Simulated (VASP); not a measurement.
# Ge (Im-3m) in VASP: single point with LDA

Aim: the single point of Ge with LDA.

All numbers are computed with VASP 6.6.1; they aren't measurements. Logs are shortened: lines on timing, memory, paths and dates and some standing lists are left out, and cuts for length are marked.

## (1) The cell of the first run

The structure is cubic, space group Im-3m (No. 229). Conventional cell: a = 3.295 Å, b = 3.295 Å, c = 3.295 Å, α = 90.00°, β = 90.00°, γ = 90.00°. Ge (site symmetry m-3m) has 14 Ge at 2.85 to 3.30 Å within 3.8 Å.

## (2) Single point, LDA

Contents of INCAR:

```
PREC = Accurate
ENCUT = 520
EDIFF = 1E-6
ISMEAR = -1
SIGMA = 0.13605693000000002
LREAL = False
LASPH = True
NELM = 80
ALGO = Normal
ISIF = 2
LWAVE = False
LCHARG = True
LELF = True
LVHAR = True
NBANDS = 13
```

Contents of KPOINTS:

```
regular mesh
0
Gamma
  14 14 14
```

Contents of POSCAR:

```
Ge
1.0
   -1.6476857670      1.6476857670      1.6476857670
    1.6476857670     -1.6476857670      1.6476857670
    1.6476857670      1.6476857670     -1.6476857670
Ge
1
Direct
    0.0000000000      0.0000000000      0.0000000000
```

Potentials or basis: VASP PAW LDA potentials, release 64 (Ge_d).

On the command line:

```sh
$ cat potpaw_LDA.64/Ge_d/POTCAR > POTCAR
$ mpirun -np 1 vasp_std > vasp.out
```

OUTCAR:

```text
PREC = Accurate
   ENCUT = 520
   EDIFF = 1E-6
   ISMEAR = -1
   LREAL = False
   LASPH = True
   NELM = 80
   ISIF = 2

 ion  position               nearest neighbor table
   1  0.000  0.000  0.000-

  LATTYP: Found a body centered cubic cell.
 ALAT       =     3.2953715340

  Lattice vectors:

 A1 = (  -1.6476857670,   1.6476857670,   1.6476857670)
 A2 = (   1.6476857670,  -1.6476857670,   1.6476857670)
 A3 = (   1.6476857670,   1.6476857670,  -1.6476857670)

Analysis of symmetry for initial positions (statically):
=====================================================================
 Subroutine PRICEL returns:
 Original cell was already a primitive cell.

 Routine SETGRP: Setting up the symmetry group for a
 body centered cubic supercell.

 Subroutine GETGRP returns: Found 48 space group operations
[... 9 lines left out ...]

 Routine SETGRP: Setting up the symmetry group for a
 body centered cubic supercell.

 Subroutine GETGRP returns: Found 48 space group operations
[... 11 lines left out ...]
                                     Primitive cell

  volume of cell :      17.8930

  direct lattice vectors                    reciprocal lattice vectors
    -1.647685767  1.647685767  1.647685767     0.000000000  0.303455920  0.303455920
     1.647685767 -1.647685767  1.647685767     0.303455920  0.000000000  0.303455920
     1.647685767  1.647685767 -1.647685767     0.303455920  0.303455920  0.000000000

  length of vectors
     2.853875463  2.853875463  2.853875463     0.429151477  0.429151477  0.429151477

  position of ions in fractional coordinates (direct lattice)
     0.000000000  0.000000000  0.000000000

  ion indices of the primitive-cell ions
   primitive index   ion index
                 1           1

----------------------------------------------------------------------------------------

 KPOINTS: regular mesh

Automatic generation of k-mesh.
 Grid dimensions read from file:
 generate k-points for:   14   14   14

 Generating k-lattice:

  Cartesian coordinates                     Fractional coordinates (reciprocal lattice)
     0.000000000  0.021675423  0.021675423     0.071428571  0.000000000  0.000000000
     0.021675423  0.000000000  0.021675423     0.000000000  0.071428571  0.000000000
     0.021675423  0.021675423  0.000000000     0.000000000  0.000000000  0.071428571

  Length of vectors
     0.030653677  0.030653677  0.030653677

  Shift w.r.t. Gamma in fractional coordinates (k-lattice)
     0.000000000  0.000000000  0.000000000

 Subroutine IBZKPT returns following result:
 ===========================================

 Found    104 irreducible k-points:

 Following reciprocal coordinates:
            Coordinates               Weight
  0.000000  0.000000  0.000000      1.000000
  0.071429  0.000000  0.000000     12.000000
  0.142857  0.000000  0.000000     12.000000
  0.214286  0.000000  0.000000     12.000000
  0.285714  0.000000  0.000000     12.000000
  0.357143  0.000000  0.000000     12.000000
[... 16 lines left out ...]
  0.285714  0.285714  0.000000     24.000000
  0.357143  0.285714  0.000000     24.000000
 [... further k-points ...]
   k-points           NKPTS =    104   k-points in BZ     NKDIM =    104   number of bands    NBANDS=     13
   number of dos      NEDOS =    301   number of ions     NIONS =      1
   total plane-waves  NPLWV =  13824
   dimension x,y,z NGX =    24 NGY =   24 NGZ =   24
   dimension x,y,z NGXF=    48 NGYF=   48 NGZF=   48
   ions per type =               1
   NGX,Y,Z   is equivalent  to a cutoff of  13.98, 13.98, 13.98 a.u.
   NGXF,Y,Z  is equivalent  to a cutoff of  27.96, 27.96, 27.96 a.u.
 SYSTEM =  unknown system
   PREC   = accura    normal or accurate (medium, high low for compatibility)
   ISTART =      0    job   : 0-new  1-cont  2-samecut
   ICHARG =      2    charge: 1-file 2-atom 10-const
   ISPIN  =      1    spin polarized calculation?
   LNONCOLLINEAR =      F non collinear calculations
   LSORBIT =      F    spin-orbit coupling
   LASPH  =      T    aspherical Exc in radial PAW
   ENCUT  =  520.0 eV  38.22 Ry    6.18 a.u.   5.31  5.31  5.31*2*pi/ulx,y,z
   NELM   =     80;   NELMIN=  2; NELMDL= -5     # of ELM steps
   EDIFF  = 0.1E-05   stopping-criterion for ELM
   LREAL  =      F    real-space projection
   EDIFFG = 0.1E-04   stopping-criterion for IOM
   NSW    =      0    number of steps for IOM
   IBRION =     -1    ionic relax: 0-MD 1-quasi-New 2-CG
   NFREE  =      0    steps in history (QN), initial steepest desc. (CG)
   ISIF   =      2    stress and relaxation
   ISYM   =      2    0-nonsym 1-usesym 2-fastsym
   POTIM  = 0.5000    time-step for ionic-motion
   TEBEG  =    0.0;   TEEND  =   0.0 temperature during run
   PSTRESS=    0.0 pullay stress
   NELECT =      14.0000    total number of electrons
   NUPDOWN=      -1.0000    fix difference up-down
   EMIN   =  10.00;   EMAX   =-10.00  energy-range for DOS
   EFERMI =   0.00;   METHOD = LEGACY
   ISMEAR =    -1;   SIGMA  =   0.14  broadening in eV -4-tet -1-fermi 0-gaus
   EFERMI_NEDOS =   21; number of points for ismear=-14 and -15
   IALGO  =     38    algorithm
   IMIX   =      4    mixing-type and parameters
     AMIX     =   0.40;   BMIX     =  1.00
     AMIX_MAG =   1.60;   BMIX_MAG =  1.00
  volume/ion in A,a.u.               =      17.89       120.75
  Fermi-wavevector in a.u.,A,eV,Ry     =   1.508539  2.850725 30.962629  2.275689
  Thomas-Fermi vector in A             =   2.618980
   LORBIT       =      0    0 simple, 1 ext, 2 COOP (PROOUT), +10 PAW based schemes
   GGA     = CA    functional components
   LHFCALC =     F    Hartree Fock is set to
   AEXX    =    0.0000 exact exchange contribution
   IVDW    =     0    specifies the selected vdW correction
   LEPSILON=     F    determine dielectric tensor
   LRPA    =     F    only Hartree local field effects (RPA)
 non-spin polarized calculation
  energy-cutoff  :      520.00
  volume of cell :       17.89
 maximum number of plane-waves:       496
 NGX is ok and might be reduce to    24
   NGX = 11   NGY = 11   NGZ = 11

 number of electron      14.0000006 magnetization

 Free energy of the ion-electron system (eV)
  ---------------------------------------------------
  ext. energy  EPLUGINS =         0.00000000
  ---------------------------------------------------
  free energy    TOTEN  =        -4.90253377 eV

  energy without entropy =       -4.87731403  energy(sigma->0) =       -4.88992390

 E-fermi :   7.0811     XC(G=0): -11.8506

 val. band max:        7.0539642785   @ k =  -0.2857   0.3571   0.1429
 cond. band min:       7.1426194051   @ k =  -0.3571   0.4286   0.2857
 fundamental gap:      0.0886551266
 Fermi energy:         7.0811451265

 k-point     1 :       0.0000    0.0000    0.0000
  band No.  band energies     occupation
      1     -17.7648      2.00000
      2     -17.7648      2.00000
      3     -17.7648      2.00000
      4     -17.6638      2.00000
      5     -17.6638      2.00000
      6      -6.5214      2.00000
      7      16.6568      0.00000
      8      16.6568      0.00000
      9      16.6568      0.00000
     10      22.5136      0.00000
     11      22.5136      0.00000
     12      22.5136      0.00000
     13      24.4673      0.00000

 k-point     2 :       0.0714    0.0000    0.0000
  band No.  band energies     occupation
      1     -17.7666      2.00000
      2     -17.7625      2.00000
      3     -17.7570      2.00000
      4     -17.6658      2.00000
      5     -17.6640      2.00000
      6      -6.3812      2.00000
      7      15.5633      0.00000
      8      16.1237      0.00000
      9      16.5109      0.00000
     10      21.5388      0.00000
     11      21.5874      0.00000
     12      23.3042      0.00000
     13      23.5555      0.00000

 k-point     3 :       0.1429    0.0000    0.0000
  band No.  band energies     occupation
      1     -17.7716      2.00000
      2     -17.7568      2.00000
      3     -17.7349      2.00000
      4     -17.6707      2.00000
      5     -17.6645      2.00000
      6      -5.9602      2.00000
      7      13.1397      0.00000
      8      15.0253      0.00000
      9      16.1012      0.00000
     10      20.1179      0.00000
     11      20.2157      0.00000
     12      23.1384      0.00000
     13      24.2088      0.00000

 k-point     4 :       0.2143    0.0000    0.0000
  band No.  band energies     occupation
      1     -17.7788      2.00000
      2     -17.7511      2.00000
      3     -17.7028      2.00000
      4     -17.6759      2.00000
      5     -17.6652      2.00000
      6      -5.2588      2.00000
      7      10.3681      0.00000
      8      13.8944      0.00000
      9      15.5308      0.00000
     10      18.9537      0.00000
     11      19.0859      0.00000
     12      23.3220      0.00000
     13      24.9131      0.00000

 k-point     5 :       0.2857    0.0000    0.0000
  band No.  band energies     occupation
      1     -17.7868      2.00000
      2     -17.7496      2.00000
      3     -17.6775      2.00000
      4     -17.6669      2.00000
      5     -17.6659      2.00000
      6      -4.2799      2.00000
      7       7.6370      0.03307
      8      12.9308      0.00000
      9      14.9449      0.00000
     10      18.0776      0.00000
     11      18.1994      0.00000
     12      23.9975      0.00000
     13      25.8066      0.00000
[... 257 lines left out ...]
 k-point    22 :       0.3571    0.2143   -0.0000
  band No.  band energies     occupation
      1     -17.7814      2.00000
      2     -17.7306      2.00000
      3     -17.6807      2.00000
      4     -17.6693      2.00000
      5     -17.6306      2.00000
      6      -0.0515      2.00000
      7       2.8756      2.00000
      8       6.7845      1.79695
      9      12.3511      0.00000
     10      19.3061      0.00000
     11      22.5606      0.00000
     12      25.0635      0.00000
     13      26.1455      0.00000

 k-point    23 :       0.2857    0.2857    0.0000
  band No.  band energies     occupation
      1     -17.7785      2.00000
      2     -17.7196      2.00000
      3     -17.6866      2.00000
      4     -17.6682      2.00000
      5     -17.6387      2.00000
      6      -0.0927      2.00000
      7       3.9228      2.00000
      8       5.4070      1.99999
      9      12.2433      0.00000
     10      20.2144      0.00000
     11      21.8457      0.00000
     12      25.0455      0.00000
     13      28.1867      0.00000

 k-point    24 :       0.3571    0.2857    0.0000
  band No.  band energies     occupation
      1     -17.7779      2.00000
      2     -17.7116      2.00000
      3     -17.6924      2.00000
      4     -17.6614      2.00000
      5     -17.6449      2.00000
      6       0.7602      2.00000
      7       3.2609      2.00000
      8       4.8176      2.00000
      9      12.1260      0.00000
     10      20.4073      0.00000
     11      22.6769      0.00000
     12      23.7088      0.00000
     13      28.7569      0.00000

 [... further k-points ...]
[... 5 lines left out ...]
  --------------------------------------------------------------------------------------
  -------------------------------------------------------------------------------------
  Total        0.0074663      0.0074663      0.0074663     -0.0000000      0.0000000     -0.0000000
  in kB        0.6685451      0.6685451      0.6685451     -0.0000000      0.0000000     -0.0000000
  external PRESSURE =       0.6685451 kB  Pullay stress =       0.0000000 kB

 VOLUME and BASIS-vectors are now :
 -----------------------------------------------------------------------------
  energy-cutoff  :      520.00
  volume of cell :       17.89
      direct lattice vectors                 reciprocal lattice vectors
    -1.647685767  1.647685767  1.647685767     0.000000000  0.303455920  0.303455920
     1.647685767 -1.647685767  1.647685767     0.303455920  0.000000000  0.303455920
     1.647685767  1.647685767 -1.647685767     0.303455920  0.303455920  0.000000000

 POSITION                                       TOTAL-FORCE (eV/Angst)
 -----------------------------------------------------------------------------------
      0.00000      0.00000      0.00000        -0.000000      0.000000     -0.000000
 -----------------------------------------------------------------------------------
    total drift:                               -0.000000      0.000000      0.000000

  FREE ENERGIE OF THE ION-ELECTRON SYSTEM (eV)
  ---------------------------------------------------
  free  energy   TOTEN  =        -4.9025337708 eV

  energy  without entropy=       -4.8773140319  energy(sigma->0) =       -4.88992390
```

It took 13 s on 1 thread of Intel Xeon Platinum 8259CL at 2.50GHz (Skylake/Cascade Lake), shared host; peak memory 0.14 GiB.

Results:

| Quantity | Value |
| --- | --- |
| Free energy | -4.9025 eV |
| Pressure | 0.1 GPa |
| Band gap on the k mesh | zero (band 7 reaches 16.66 eV, above the bottom of band 8 at 3.95 eV) |

Levels at points of the mesh, in eV from the Fermi level:
```tsv
k point	band 4	band 5	band 6	band 7	band 8	band 9	band 10	band 11
(0.00, 0.00, 0.00)	-24.74	-24.74	-13.60	9.58	9.58	9.58	15.43	15.43
(0.50, 0.00, 0.00)	-24.75	-24.68	-7.58	-5.59	4.54	6.96	9.90	9.98
(0.50, 0.50, 0.50)	-24.70	-24.70	-2.38	-0.52	-0.52	-0.52	4.45	4.45
```
